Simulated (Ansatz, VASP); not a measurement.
## Two plane-wave programs on La

```
La
1.0
     0.00000    3.42210    3.42210
     3.42210    0.00000    3.42210
     3.42210    3.42210    0.00000
La
2
Direct
  0.12500 0.12500 0.12500
  0.87500 0.87500 0.87500
```

Alike in both runs: task single point; functional RPBE; k mesh 9 × 9 × 9; occupations fermi-dirac, width 0.1 eV; no spin polarisation.

```csv
,VASP,Ansatz
version,VASP 6.6.1,Ansatz 0.2.0
potentials or method,"VASP PAW PBE potentials, release 64 (La), cutoff 520 eV","plane waves (420 eV) with PAW, scalar-relativistic"
valence electrons in the cell,22,22
```

|  | VASP | Ansatz | Ansatz less VASP |
| --- | --- | --- | --- |
| pressure (GPa) | -1.3 | -1.2 | +0.02 |

VASP's potentials were made for PBE, not for RPBE. With one functional, cell and mesh, what is left measures potentials, basis and numerics.

Spin-orbit coupling is off throughout.
